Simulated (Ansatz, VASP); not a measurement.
## ScTiSe4: VASP beside Ansatz

```
CELL_PARAMETERS angstrom
0.00000 4.02228 4.02228
4.02228 0.00000 4.02228
4.02228 4.02228 0.00000
ATOMIC_POSITIONS crystal
Sc 0.50000 0.50000 0.50000
Ti 0.75000 0.75000 0.75000
Se 0.62553 0.12482 0.12482
Se 0.12482 0.62553 0.12482
Se 0.12482 0.12482 0.12482
Se 0.12482 0.12482 0.62553
```

Change from the starting cell: species swapped into the TbHoFe4 type (F-43m, No. 216).

Alike in both runs: functional PBE; k mesh 8 × 8 × 8; occupations gaussian, width 0.1 eV; collinear spin.

Ansatz relaxed the structure, and its values are those at the end. VASP's run is a single point on that final structure, the one shown.

|  | VASP | Ansatz |
| --- | --- | --- |
| version | VASP 6.6.1 | Ansatz 0.2.0 |
| potentials or method | VASP PAW PBE potentials, release 64 (Sc_sv, Ti_sv, Se), cutoff 520 eV | scalar-relativistic, plane waves, PAW |
| valence electrons in the cell | 47 | 87 |

Ansatz gave:

```
gap on the k mesh at the Fermi level (eV)                     : none
pressure (GPa)                                                : 0.0
rms of the force components (eV/Å)                            : 0.004
net moment per atom (μB)                                      : 0.55
size of the moment on the site where the two differ most (μB) : 2.00
```

Task: Which values does VASP return?

Result: gap on the k mesh at the Fermi level (eV): none; pressure (GPa): 0.1; rms of the force components (eV/Å): 0.003; net moment per atom (μB): 0.56; size of the moment on the site where the two differ most (μB): 1.72.

Site moments also hang on the region over which each program counts them. A gap of «none» marks a metal or a gap that the smearing closes. With one functional, cell and mesh, what is left measures potentials, basis and numerics. VASP's potentials hold 47 valence electrons a cell and Ansatz's 87, so a difference there can come from the potentials and not from the codes. Ansatz's warnings: given moment on shells.
